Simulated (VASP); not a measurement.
The system is Al5Cu.

```
Al Cu
1.0
     2.82239    0.00000    0.00000
    -1.41119    2.44426    0.00000
     0.00000    0.00000   13.58105
Al Cu
5 1
Direct
  0.00000 0.00000 0.00000
  0.33333 0.66667 0.82412
  0.66667 0.33333 0.65122
  0.33333 0.66667 0.34878
  0.66667 0.33333 0.17588
  0.00000 0.00000 0.50000
```

* Program: VASP 6.6.1
* Task: relaxation of cell and atoms
* Functional: PBE
* Potentials or basis: VASP PAW PBE potentials, release 64 (Al, Cu)
* Cutoff: 600 eV
* k mesh: 18 × 18 × 4
* Occupations: gaussian, width 0.1 eV
* Spin: no spin polarisation

At the start: pressure 0.7 GPa; volume 15.62 Å³/atom.

**Question.** Where does the relaxation end?

**Answer.** Over 13 steps the energy falls by 45.1 meV/atom and the volume is 15.62 Å³/atom (+0.1 %); space group P-3m1 (No. 164, to 0.1 Å) before and after.

The path:
| step | energy change (eV) | largest force (eV/Å) | pressure (GPa) | volume (Å³) |
| --- | --- | --- | --- | --- |
| 1 | 0.0000 | 0.0523 | 0.65 | 93.69 |
| 2 | -0.2627 | 0.0636 | -0.85 | 94.55 |
| 3 | -0.2627 | 0.0636 | -0.82 | 94.55 |
| 4 | -0.2629 | 0.0623 | -0.69 | 94.41 |
| 5 | -0.2655 | 0.0492 | -0.72 | 94.45 |
| 6 | -0.2684 | 0.0177 | -0.67 | 94.53 |
| 7 | -0.2686 | 0.0258 | -0.71 | 94.51 |
| 8 | -0.2703 | 0.0224 | -0.10 | 93.91 |
| 9 | -0.2703 | 0.0216 | -0.06 | 93.83 |
| 10 | -0.2703 | 0.0206 | 0.07 | 93.66 |
| 11 | -0.2704 | 0.0210 | 0.01 | 93.74 |
| 12 | -0.2704 | 0.0171 | 0.03 | 93.74 |
| 13 | -0.2704 | 0.0073 | 0.00 | 93.74 |

Final structure:
```
CELL_PARAMETERS angstrom
2.84490 0.00000 0.00000
-1.42245 2.46376 0.00000
0.00000 0.00000 13.37452
ATOMIC_POSITIONS crystal
Al 0.00000 0.00000 0.00000
Al 0.33333 0.66667 0.82513
Al 0.66667 0.33333 0.65092
Al 0.33333 0.66667 0.34908
Al 0.66667 0.33333 0.17487
Cu 0.00000 0.00000 0.50000
```
